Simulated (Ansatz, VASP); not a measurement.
# One calculation of Ni, two programs

The input POSCAR:

```
Ni
1.0
    0.0000000000      1.7507298979      1.7507298979
    1.7507298979      0.0000000000      1.7507298979
    1.7507298979      1.7507298979      0.0000000000
Ni
1
Direct
    0.0000000000      0.0000000000      0.0000000000
```

Contents of INCAR.step1:

```
PREC     = Accurate       # precision mode
ENCUT    = 520            # plane-wave cutoff, eV
ISMEAR   = 0              # smearing method
SIGMA    = 0.05           # smearing width, eV
LREAL    = False          # projectors in reciprocal space
LASPH    = True           # aspherical terms in the spheres
NELM     = 150            # most SCF steps
ISPIN    = 2              # spin polarisation
MAGMOM   = 0.9            # initial moments
LMAXMIX  = 4              # l up to which the mixer works
NBANDS   = 15             # bands
GGA      = PE             # functional
ALGO     = Normal         # electronic algorithm
EDIFF    = 1E-4           # SCF threshold, eV
LWAVE    = True           # write WAVECAR
LCHARG   = False          # write CHGCAR
```

File INCAR.step2:

```
PREC     = Accurate       # precision mode
ENCUT    = 520            # plane-wave cutoff, eV
EDIFF    = 1E-6           # SCF threshold, eV
ISMEAR   = 0              # smearing method
SIGMA    = 0.05           # smearing width, eV
LREAL    = False          # projectors in reciprocal space
LASPH    = True           # aspherical terms in the spheres
NELM     = 150            # most SCF steps
ALGO     = Normal         # electronic algorithm
ISIF     = 2              # what is computed and relaxed
LWAVE    = False          # write WAVECAR
LCHARG   = True           # write CHGCAR
ISPIN    = 2              # spin polarisation
MAGMOM   = 0.9            # initial moments
LORBIT   = 11             # projections on sites
LMAXMIX  = 4              # l up to which the mixer works
METAGGA  = R2SCAN         # meta-GGA
LMIXTAU  = True         
LELF     = True           # ELF
LVHAR    = True         
NBANDS   = 15             # bands
ISTART   = 1
```

File KPOINTS:

```
regular mesh
0
Gamma
  22 22 22
```

Input for Ansatz:

```yaml
crystal:
  lattice:
    - [0.0, 1.7507298979, 1.7507298979]
    - [1.7507298979, 0.0, 1.7507298979]
    - [1.7507298979, 1.7507298979, 0.0]
  atoms:
    - { symbol: Ni, position: [0.0, 0.0, 0.0], spin: 0.9 }
basis:
  ecutwfc: 500
  ecutrho_ratio: 4
kpoints:
  mp_grid: { grid: [22, 22, 22] }
hamiltonian:
  xc: r2scan
scf:
  occupations: { method: gaussian, width: 0.05 }
output:
  forces: true
  stress: true
  eigenvalues: true
  populations: true
magnetization:
  spin_polarized: true
```

Alike in both runs: task single point; functional r2SCAN; k mesh 22 × 22 × 22; occupations gaussian, width 0.05 eV; collinear spin.

```csv
,VASP,Ansatz
version,VASP 6.6.1,Ansatz 0.2.0
potentials or method,"VASP PAW PBE potentials, release 64 (Ni), cutoff 520 eV","scalar-relativistic, plane waves, PAW"
valence electrons in the cell,10,18
```

```csv
,VASP,Ansatz,Ansatz less VASP
gap on the k mesh at the Fermi level (eV),none,none,-
pressure (GPa),-3.7,-4.1,-0.42
net moment per atom (μB),0.74,0.76,+0.020
size of the moment on the site where the two differ most (μB),0.77,0.83,+0.067
```

VASP's potentials were made for PBE, not for r2SCAN. Site moments also hang on the region over which each program counts them. A gap of «none» marks a metal or a gap that the smearing closes. With one functional, cell and mesh, what is left measures potentials, basis and numerics. VASP's potentials hold 10 valence electrons a cell and Ansatz's 18, so a difference there can come from the potentials and not from the codes. Ansatz's warnings: stability check not made.
